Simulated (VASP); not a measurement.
# ZnO (P6_3mc) in VASP: further runs

Aim: see how the results for ZnO move with the level of theory and the settings. Levels: r2SCAN, PBE. Tasks: single point.

All numbers are computed with VASP 6.6.1; they aren't measurements. Logs are shortened: lines on timing, memory, paths and dates and some standing lists are left out, and cuts for length are marked.

**The experiment to reproduce.**

“Electronic structure of alkaline earth and post-transition metal oxides”, 2009, arxiv:0908.1581 quotes, for a bulk crystal of ZnO: band gap 3.37 eV.

How close the calculation comes is told below.

### Step 1. The cell of the first run

The structure is hexagonal, space group P6_3mc (No. 186). The conventional cell has a = 3.299 Å, b = 3.299 Å, c = 5.313 Å, α = 90.00°, β = 90.00°, γ = 120.00°. Within 2.7 Å of Zn (site symmetry 3m) lie 4 O at 2.01 to 2.02 Å. Within 2.7 Å of O (site symmetry 3m) lie 4 Zn at 2.01 to 2.02 Å.

### Step 2. Single point, r2SCAN (12.52 Å³/atom)

POSCAR

```
ZnO
1.0
    3.2988066038      0.0000000000      0.0000000000
   -1.6494033019      2.8568503210      0.0000000000
    0.0000000000      0.0000000000      5.3131138416
Zn O
2 2
Direct
    0.3333333333      0.6666666667      0.4996551081
    0.6666666667      0.3333333333     -0.0003448919
    0.6666666667      0.3333333333      0.3793548919
    0.3333333333      0.6666666667      0.8793548919
```

INCAR.step1

```
PREC     = Accurate       # precision mode
ENCUT    = 660            # plane-wave cutoff, eV
ISMEAR   = 0              # smearing method
SIGMA    = 0.01           # smearing width, eV
LREAL    = F              # projectors in reciprocal space
LASPH    = T              # aspherical terms in the spheres
NELM     = 120            # most SCF steps
NBANDS   = 26             # bands
GGA      = PE             # functional
ALGO     = Normal         # electronic algorithm
EDIFF    = 1E-5           # SCF threshold, eV
LWAVE    = T              # write WAVECAR
LCHARG   = F              # write CHGCAR
GGA_COMPAT= F
```

INCAR.step2

```
PREC     = Accurate       # precision mode
ENCUT    = 660            # plane-wave cutoff, eV
EDIFF    = 1E-6           # SCF threshold, eV
ISMEAR   = 0              # smearing method
SIGMA    = 0.01           # smearing width, eV
LREAL    = F              # projectors in reciprocal space
LASPH    = T              # aspherical terms in the spheres
NELM     = 120            # most SCF steps
ALGO     = Normal         # electronic algorithm
ISIF     = 2              # what is computed and relaxed
LWAVE    = F              # write WAVECAR
LCHARG   = F              # write CHGCAR
METAGGA  = R2SCAN         # meta-GGA
LMIXTAU  = T            
NBANDS   = 26             # bands
ISTART   = 1            
GGA_COMPAT= F
```

KPOINTS

```
regular mesh
0
Gamma
  9 9 4
```

Potentials or basis: VASP PAW PBE potentials, release 64 (Zn, O).

Started as:

```bash
$ cat potpaw_PBE.64/Zn/POTCAR potpaw_PBE.64/O/POTCAR > POTCAR
$ cp INCAR.step1 INCAR
$ mpirun -np 1 vasp_std > vasp.out
$ cp INCAR.step2 INCAR
$ mpirun -np 1 vasp_std > vasp.out
```

OUTCAR:

```text
PREC = Accurate
   ENCUT = 660
   EDIFF = 1E-6
   ISMEAR = 0
   LREAL = F
   LASPH = T
   NELM = 120
   ISIF = 2
   METAGGA = R2SCAN
   ISTART = 1

 ion  position               nearest neighbor table
   1  0.333  0.667  0.500-   3 2.01   3 2.01   3 2.01   4 2.02
   2  0.667  0.333  1.000-   4 2.01   4 2.01   4 2.01   3 2.02
   3  0.667  0.333  0.379-   1 2.01   1 2.01   1 2.01   2 2.02
   4  0.333  0.667  0.879-   2 2.01   2 2.01   2 2.01   1 2.02

  LATTYP: Found a hexagonal cell.
 ALAT       =     3.2988066038
 C/A-ratio  =     1.6106169533

  Lattice vectors:

 A1 = (   3.2988066038,   0.0000000000,   0.0000000000)
 A2 = (  -1.6494033019,   2.8568503210,   0.0000000000)
 A3 = (   0.0000000000,   0.0000000000,   5.3131138416)

Analysis of symmetry for initial positions (statically):
=====================================================================
 Subroutine PRICEL returns:
 Original cell was already a primitive cell.

 Routine SETGRP: Setting up the symmetry group for a
 hexagonal supercell.

 Subroutine GETGRP returns: Found 12 space group operations
 (whereof  6 operations were pure point group operations)
 out of a pool of 24 trial point group operations.

The static configuration has the point symmetry C_3v.
 The point group associated with its full space group is C_6v.

Analysis of symmetry for dynamics (positions and initial velocities):
=====================================================================
 Subroutine PRICEL returns:
 Original cell was already a primitive cell.

 Routine SETGRP: Setting up the symmetry group for a
 hexagonal supercell.

 Subroutine GETGRP returns: Found 12 space group operations
 (whereof  6 operations were pure point group operations)
 out of a pool of 24 trial point group operations.

The dynamic configuration has the point symmetry C_3v.
 The point group associated with its full space group is C_6v.

 Subroutine INISYM returns: Found 12 space group operations
 (whereof  6 operations are pure point group operations),
 and found     1 'primitive' translations

----------------------------------------------------------------------------------------

                                     Primitive cell

  volume of cell :      50.0718

  direct lattice vectors                    reciprocal lattice vectors
     3.298806604  0.000000000  0.000000000     0.303139929  0.175017920  0.000000000
    -1.649403302  2.856850321  0.000000000     0.000000000  0.350035839  0.000000000
     0.000000000  0.000000000  5.313113842     0.000000000  0.000000000  0.188213547

  length of vectors
     3.298806604  3.298806604  5.313113842     0.350035839  0.350035839  0.188213547

  position of ions in fractional coordinates (direct lattice)
     0.333333333  0.666666667  0.499655108
     0.666666667  0.333333333  0.999655108
     0.666666667  0.333333333  0.379354892
     0.333333333  0.666666667  0.879354892

  ion indices of the primitive-cell ions
   primitive index   ion index
                 1           1
                 2           2
                 3           3
                 4           4

----------------------------------------------------------------------------------------

 KPOINTS: regular mesh

Automatic generation of k-mesh.
 Grid dimensions read from file:
 generate k-points for:    9    9    4

 Generating k-lattice:

  Cartesian coordinates                     Fractional coordinates (reciprocal lattice)
     0.033682214  0.019446436  0.000000000     0.111111111  0.000000000  0.000000000
     0.000000000  0.038892871  0.000000000     0.000000000  0.111111111  0.000000000
     0.000000000  0.000000000  0.047053387     0.000000000  0.000000000  0.250000000

  Length of vectors
     0.038892871  0.038892871  0.047053387

  Shift w.r.t. Gamma in fractional coordinates (k-lattice)
     0.000000000  0.000000000  0.000000000

 Subroutine IBZKPT returns following result:
 ===========================================

 Found     36 irreducible k-points:

 Following reciprocal coordinates:
            Coordinates               Weight
  0.000000  0.000000  0.000000      1.000000
  0.111111  0.000000  0.000000      6.000000
  0.222222  0.000000  0.000000      6.000000
  0.333333 -0.000000  0.000000      6.000000
  0.444444  0.000000  0.000000      6.000000
  0.111111  0.111111  0.000000      6.000000
[... 16 lines left out ...]
  0.333333  0.222222  0.250000     24.000000
  0.333333  0.333333  0.250000      4.000000
 [... further k-points ...]
   k-points           NKPTS =     36   k-points in BZ     NKDIM =     36   number of bands    NBANDS=     26
   number of dos      NEDOS =    301   number of ions     NIONS =      4
   total plane-waves  NPLWV =  37632
   dimension x,y,z NGX =    28 NGY =   28 NGZ =   48
   dimension x,y,z NGXF=    56 NGYF=   56 NGZF=   96
   ions per type =               2   2
   NGX,Y,Z   is equivalent  to a cutoff of  14.11, 14.11, 15.02 a.u.
   NGXF,Y,Z  is equivalent  to a cutoff of  28.22, 28.22, 30.04 a.u.
 SYSTEM =  unknown system
   PREC   = accura    normal or accurate (medium, high low for compatibility)
   ISTART =      1    job   : 0-new  1-cont  2-samecut
   ICHARG =      0    charge: 1-file 2-atom 10-const
   ISPIN  =      1    spin polarized calculation?
   LNONCOLLINEAR =      F non collinear calculations
   LSORBIT =      F    spin-orbit coupling
   LASPH  =      T    aspherical Exc in radial PAW
   ENCUT  =  660.0 eV  48.51 Ry    6.96 a.u.   6.91  6.91 11.13*2*pi/ulx,y,z
   NELM   =    120;   NELMIN=  2; NELMDL=  0     # of ELM steps
   EDIFF  = 0.1E-05   stopping-criterion for ELM
   LREAL  =      F    real-space projection
   EDIFFG = 0.1E-04   stopping-criterion for IOM
   NSW    =      0    number of steps for IOM
   IBRION =     -1    ionic relax: 0-MD 1-quasi-New 2-CG
   NFREE  =      0    steps in history (QN), initial steepest desc. (CG)
   ISIF   =      2    stress and relaxation
   ISYM   =      2    0-nonsym 1-usesym 2-fastsym
   POTIM  = 0.5000    time-step for ionic-motion
   TEBEG  =    0.0;   TEEND  =   0.0 temperature during run
   PSTRESS=    0.0 pullay stress
   NELECT =      36.0000    total number of electrons
   NUPDOWN=      -1.0000    fix difference up-down
   EMIN   =  10.00;   EMAX   =-10.00  energy-range for DOS
   EFERMI =   0.00;   METHOD = LEGACY
   ISMEAR =     0;   SIGMA  =   0.01  broadening in eV -4-tet -1-fermi 0-gaus
   EFERMI_NEDOS =   21; number of points for ismear=-14 and -15
   IALGO  =     38    algorithm
   IMIX   =      4    mixing-type and parameters
     AMIX     =   0.40;   BMIX     =  1.00
     AMIX_MAG =   1.60;   BMIX_MAG =  1.00
  volume/ion in A,a.u.               =      12.52        84.48
  Fermi-wavevector in a.u.,A,eV,Ry     =   1.466598  2.771469 29.264915  2.150911
  Thomas-Fermi vector in A             =   2.582317
   LORBIT       =      0    0 simple, 1 ext, 2 COOP (PROOUT), +10 PAW based schemes
   METAGGA = R2SCAN    functional components
   LHFCALC =     F    Hartree Fock is set to
   AEXX    =    0.0000 exact exchange contribution
   IVDW    =     0    specifies the selected vdW correction
   LEPSILON=     F    determine dielectric tensor
   LRPA    =     F    only Hartree local field effects (RPA)
 non-spin polarized calculation
 Gauss-broadening in eV      SIGMA  =   0.01
  energy-cutoff  :      660.00
  volume of cell :       50.07
 maximum number of plane-waves:      1947
 NGX is ok and might be reduce to    28
   NGX = 13   NGY = 13   NGZ = 23

 number of electron      36.0000012 magnetization

 Free energy of the ion-electron system (eV)
  ---------------------------------------------------
  ext. energy  EPLUGINS =         0.00000000
  ---------------------------------------------------
  free energy    TOTEN  =       -36.27288471 eV

  energy without entropy =      -36.27288471  energy(sigma->0) =      -36.27288471

 E-fermi :   0.4518     XC(G=0): -11.3691

 val. band max:        0.3960698081   @ k =   0.0000   0.0000   0.0000
 cond. band min:       1.5417110226   @ k =   0.0000   0.0000   0.0000
 fundamental gap:      1.1456412145
 Fermi energy:         0.4518220431

 k-point     1 :       0.0000    0.0000    0.0000
  band No.  band energies     occupation
      1     -18.2806      2.00000
      2     -17.6674      2.00000
      3      -5.1874      2.00000
      4      -5.1874      2.00000
      5      -5.1390      2.00000
      6      -4.9979      2.00000
[... 18 lines left out ...]
     25      15.1071      0.00000
     26      15.1071      0.00000

 k-point     2 :       0.1111    0.0000    0.0000
  band No.  band energies     occupation
      1     -18.2227      2.00000
      2     -17.6418      2.00000
      3      -5.2439      2.00000
      4      -5.1501      2.00000
      5      -5.1007      2.00000
      6      -5.0018      2.00000
[... 18 lines left out ...]
     25      15.1050      0.00000
     26      15.2423      0.00000

 k-point     3 :       0.2222    0.0000    0.0000
  band No.  band energies     occupation
      1     -18.0689      2.00000
      2     -17.5807      2.00000
      3      -5.3501      2.00000
      4      -5.0717      2.00000
      5      -5.0620      2.00000
      6      -4.9384      2.00000
[... 18 lines left out ...]
     25      14.3456      0.00000
     26      15.1836      0.00000

 k-point     4 :       0.3333   -0.0000    0.0000
  band No.  band energies     occupation
      1     -17.8747      2.00000
      2     -17.5240      2.00000
      3      -5.3960      2.00000
      4      -5.0820      2.00000
      5      -4.9793      2.00000
      6      -4.7662      2.00000
[... 18 lines left out ...]
     25      14.3294      0.00000
     26      15.0057      0.00000
[... 496 lines left out ...]
      1     -17.7384      2.00000
      2     -17.5451      2.00000
      3      -5.2640      2.00000
      4      -5.2100      2.00000
      5      -4.8846      2.00000
      6      -4.8445      2.00000
[... 18 lines left out ...]
     25      13.1420      0.00000
     26      16.2460      0.00000

 k-point    23 :       0.3333    0.2222    0.2500
  band No.  band energies     occupation
      1     -17.6245      2.00000
      2     -17.5290      2.00000
      3      -5.2117      2.00000
      4      -5.0560      2.00000
      5      -4.9095      2.00000
      6      -4.7055      2.00000
[... 18 lines left out ...]
     25      13.9521      0.00000
     26      15.4241      0.00000

 k-point    24 :       0.3333    0.3333    0.2500
  band No.  band energies     occupation
      1     -17.5545      2.00000
      2     -17.5545      2.00000
      3      -5.1265      2.00000
      4      -4.9583      2.00000
      5      -4.9583      2.00000
      6      -4.6444      2.00000
[... 18 lines left out ...]
     25      14.5999      0.00000
     26      15.7435      0.00000

 [... further k-points ...]

------------------------ aborting loop because EDIFF is reached ----------------------------------------

  FORCE on cell =-STRESS in cart. coord.  units (eV):
  Direction    XX          YY          ZZ          XY          YZ          ZX
  --------------------------------------------------------------------------------------
  -------------------------------------------------------------------------------------
  Total       -2.2155527     -2.2155527     -2.1976290      0.0000000      0.0000000      0.0000000
  in kB      -70.8923232    -70.8923232    -70.3188060      0.0000000      0.0000000      0.0000000
  external PRESSURE =     -70.7011508 kB  Pullay stress =       0.0000000 kB

 VOLUME and BASIS-vectors are now :
 -----------------------------------------------------------------------------
  energy-cutoff  :      660.00
  volume of cell :       50.07
      direct lattice vectors                 reciprocal lattice vectors
     3.298806604  0.000000000  0.000000000     0.303139929  0.175017920  0.000000000
    -1.649403302  2.856850321  0.000000000     0.000000000  0.350035839  0.000000000
     0.000000000  0.000000000  5.313113842     0.000000000  0.000000000  0.188213547

 POSITION                                       TOTAL-FORCE (eV/Angst)
 -----------------------------------------------------------------------------------
     -0.00000      1.90457      2.65472         0.000000     -0.000000      0.004899
      1.64940      0.95228      5.31128        -0.000000      0.000000      0.004899
      1.64940      0.95228      2.01556         0.000000     -0.000000     -0.004899
     -0.00000      1.90457      4.67211        -0.000000     -0.000000     -0.004899
 -----------------------------------------------------------------------------------
    total drift:                                0.000000      0.000000      0.033411

  FREE ENERGIE OF THE ION-ELECTRON SYSTEM (eV)
  ---------------------------------------------------
  free  energy   TOTEN  =       -36.2728847079 eV

  energy  without entropy=      -36.2728847079  energy(sigma->0) =      -36.27288471
```

It took 3.8 min on 1 thread of Intel Xeon 6975P-C (Granite Rapids), shared host; peak memory 0.22 GiB.

Results:

| Quantity | Value |
| --- | --- |
| Free energy | -36.2729 eV |
| Pressure | -7.1 GPa |
| Largest force | 0.005 eV/Å |
| Band gap on the k mesh | 1.15 eV |

Forces in eV/Å, atoms in the order of the input:
```
Zn   0.000  0.000  0.005
Zn   0.000  0.000  0.005
O    0.000  0.000 -0.005
O    0.000  0.000 -0.005
```

Caveat: the cell stands under tension; the PAW data sets were made with another functional, which shifts forces and pressure a little. r2SCAN opens gaps a little over a GGA but as a rule still falls short of measured ones.

### Step 3. Single point, PBE

This run uses another cell than the first one, of 11.81 Å³/atom.

INCAR

```
SYSTEM = ZnO
PREC = Accurate
ENCUT = 600
EDIFF = 1E-6
ISMEAR = 0
SIGMA = 0.01
LREAL = .False.
LASPH = .True.
NELM = 120
ALGO = Normal
ISIF = 2
LWAVE = .False.
LCHARG = .False.
GGA = PE
NBANDS = 26
GGA_COMPAT = .False.
```

KPOINTS

```
regular mesh
0
Gamma
  12 12 6
  0 0 0
```

POSCAR

```
ZnO
1.0
    3.2353522153      0.0000000000      0.0000000000
   -1.6176761076      2.8018972086      0.0000000000
    0.0000000000      0.0000000000      5.2109131278
Zn O
2 2
Direct
    0.3333333333      0.6666666667      0.4996551081
    0.6666666667      0.3333333333     -0.0003448919
    0.6666666667      0.3333333333      0.3793548919
    0.3333333333      0.6666666667      0.8793548919
```

Potentials or basis: VASP PAW PBE potentials, release 64 (Zn, O).

Started as:

```bash
$ cat potpaw_PBE.64/Zn/POTCAR potpaw_PBE.64/O/POTCAR > POTCAR
$ mpirun -np 1 vasp_std > vasp.out
```

It took 1.9 min on 1 thread of Intel Xeon 6975P-C (Granite Rapids), shared host; peak memory 0.23 GiB.

The run converged. Its results:

* Free energy: -17.8126 eV
* Pressure: 7.0 GPa
* Largest force: 0.004 eV/Å
* Band gap on the k mesh: 0.79 eV

Forces on the atoms (eV/Å):
```
Zn   0.000  0.000  0.004
Zn   0.000  0.000  0.004
O    0.000  0.000 -0.004
O    0.000  0.000 -0.004
```

Stress tensor (GPa, compression positive):
```
6.96 0.00 0.00
0.00 6.96 0.00
0.00 0.00 7.09
```

Levels at points of the mesh, in eV from the valence-band top:
```csv
k point,band 15,band 16,band 17,band 18,band 19,band 20,band 21,band 22
"(0.00, 0.00, 0.00)",-0.80,-0.09,0.00,0.00,0.79,5.25,8.23,12.93
"(0.50, 0.00, 0.00)",-2.85,-2.29,-1.30,-0.85,5.81,6.88,7.60,8.55
"(0.00, 0.00, 0.50)",-0.40,-0.40,-0.40,-0.40,3.47,3.47,10.10,10.10
"(0.50, 0.00, 0.50)",-1.53,-1.53,-1.39,-1.39,5.72,5.72,8.47,8.47
```

Caveat: the cell stands under pressure.

### Step 4. Single point, r2SCAN

This run uses another cell than the first one, of 11.81 Å³/atom.

POSCAR is that of step 3.

INCAR.step1 is that of step 2.

Edit INCAR.step2 of step 2 so:

```diff
@@ -11,5 +11,7 @@
 LWAVE    = F              # write WAVECAR
-LCHARG   = F              # write CHGCAR
+LCHARG   = T              # write CHGCAR
 METAGGA  = R2SCAN         # meta-GGA
 LMIXTAU  = T            
+LELF     = T              # ELF
+LVHAR    = T            
 NBANDS   = 26             # bands
```

KPOINTS

```
Automatic mesh
0
Gamma
  12 12 6
```

Started as:

```bash
$ cat potpaw_PBE.64/Zn/POTCAR potpaw_PBE.64/O/POTCAR > POTCAR
$ cp INCAR.step1 INCAR
$ mpirun -np 1 vasp_std > vasp.out
$ cp INCAR.step2 INCAR
$ mpirun -np 1 vasp_std > vasp.out
```

Run time: 7.9 min. Hardware: 1 thread of Intel Xeon 6975P-C (Granite Rapids), shared host; peak memory 0.27 GiB.

The run converged. Its results:

| Property | Result |
| --- | --- |
| Free energy | -36.3293 eV |
| Pressure | 0.6 GPa |
| Band gap on the k mesh | 1.24 eV |

Levels at points of the mesh, in eV from the valence-band top:
| k point | band 14 | band 15 | band 16 | band 17 | band 18 | band 19 | band 20 | band 21 | band 22 | band 23 |
| --- | --- | --- | --- | --- | --- | --- | --- | --- | --- | --- |
| (0.00, 0.00, 0.00) | -0.82 | -0.82 | -0.10 | 0.00 | 0.00 | 1.24 | 5.88 | 8.83 | 13.73 | 13.73 |
| (0.50, 0.00, 0.00) | -3.60 | -2.87 | -2.34 | -1.31 | -0.87 | 6.43 | 7.36 | 8.09 | 9.32 | 11.38 |
| (0.00, 0.00, 0.50) | -2.24 | -0.40 | -0.40 | -0.40 | -0.40 | 3.94 | 3.94 | 10.83 | 10.83 | 14.03 |
| (0.50, 0.00, 0.50) | -3.79 | -1.56 | -1.56 | -1.41 | -1.41 | 6.25 | 6.25 | 9.18 | 9.18 | 12.00 |

Caveat: the PAW data sets were made with another functional, which shifts forces and pressure a little.

### Step 5. The runs side by side

```csv
level,cell,k mesh,cutoff (eV),gap on the mesh (eV),pressure (GPa)
r2SCAN,"a = 3.299, b = 3.299, c = 5.313 Å, angles 90.0, 90.0, 120.0°, 4 atoms",9 × 9 × 4,660,1.15,-7.1
PBE,"a = 3.235, b = 3.235, c = 5.211 Å, angles 90.0, 90.0, 120.0°, 4 atoms",12 × 12 × 6,600,0.79,7.0
r2SCAN,"a = 3.235, b = 3.235, c = 5.211 Å, angles 90.0, 90.0, 120.0°, 4 atoms",12 × 12 × 6,660,1.24,0.6
```

Alike in all rows: task single point; potentials or basis VASP PAW PBE potentials, release 64 (Zn, O); no spin polarisation; smearing gaussian 0.01 eV.

Caveats: the PAW data sets were made with another functional, which shifts forces and pressure a little (at least some runs); the cell stands under tension (at least some runs); the cell stands under pressure (at least some runs).

Total energies depend on the potentials used, so only differences within one code and one set of settings carry meaning.

### Step 6. Comparison with measurements

Step 4. A measured gap of ZnO is 3.37 eV (quoted in “Electronic structure of alkaline earth and post-transition metal oxides”, 2009, arxiv:0908.1581); the calculated 1.24 eV misses it by -2.13 eV. So large a miss can be the level of theory's own, or it may mean another phase, state or a wrong row. The value is that of r2SCAN, without temperature or zero-point motion.
